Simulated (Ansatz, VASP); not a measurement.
**One calculation of Sr4O3, two programs**

```
Sr O
1.0
     6.47923    0.00000    0.00000
    -3.23961    5.61118    0.00000
     0.00000    0.00000    7.50066
Sr O
4 3
Direct
  0.33333 0.66667 0.80134
  0.66667 0.33333 0.80134
  0.66667 0.33333 0.19866
  0.33333 0.66667 0.19866
  0.50000 0.00000 0.00000
  0.00000 0.50000 0.00000
  0.50000 0.50000 0.00000
```

Alike in both runs: functional PBE; k mesh 6 × 6 × 2; occupations gaussian, width 0.1 eV; no spin polarisation.

Ansatz relaxed the structure, and its values are those at the end. VASP's run is a single point on that final structure, the one shown.

```csv
,VASP,Ansatz
version,VASP 6.6.1,Ansatz 0.2.0
potentials or method,"VASP PAW PBE potentials, release 64 (Sr_sv, O), cutoff 520 eV","scalar-relativistic, plane waves, PAW"
valence electrons in the cell,58,58
```

```tsv
	VASP	Ansatz	Ansatz less VASP
gap on the k mesh at the Fermi level (eV)	none	none	-
pressure (GPa)	0.5	0.2	-0.30
rms of the force components (eV/Å)	0.053	0.002	-0.0512
```

A gap of «none» marks a metal or a gap that the smearing closes. With one functional, cell and mesh, what is left measures potentials, basis and numerics.

The k mesh is coarse, so the values compare programs but aren't converged.
